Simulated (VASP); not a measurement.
Input of a VASP 6.6.1 run:

INCAR

```
SYSTEM = In
  ALGO = Normal
  EDIFF = 1E-6
  ENCUT = 520
  GGA = PS
  ISIF = 2
  ISMEAR = -1
  LASPH = .TRUE.
  LCHARG = .TRUE.
  LELF = .TRUE.
  LREAL = .FALSE.
  LVHAR = .TRUE.
  LWAVE = .FALSE.
  NBANDS = 26
  NELM = 80
  PREC = Accurate
  SIGMA = 0.05
```

KPOINTS

```
k-points
0
G
  7 7 7
  0 0 0
```

Contents of POSCAR:

```
In
1.0
    1.6696368166      0.9639652655      8.2074632500
   -1.6696368166      0.9639652655      8.2074632500
    0.0000000000     -1.9279305310      8.2074632500
In
3
Direct
    0.2219877600      0.2219877600      0.2219877600
    0.7780122400      0.7780122400      0.7780122400
    0.0000000000      0.0000000000      0.0000000000
```

Potentials or basis: VASP PAW PBE potentials, release 64 (In_d).

Launch:

```bash
$ cat potpaw_PBE.64/In_d/POTCAR > POTCAR
$ mpirun -np 1 vasp_std > vasp.out
```

Problem. Predict the largest force.

Solution. 0.006 eV/Å.

Problem. Estimate the pressure.

Solution. -1.4 GPa.

Stress tensor (GPa, compression positive):
```
-0.25  0.00  0.00
 0.00 -0.25  0.00
 0.00  0.00 -3.54
```

Caveat: the PAW data sets were made with another functional, which shifts forces and pressure a little.
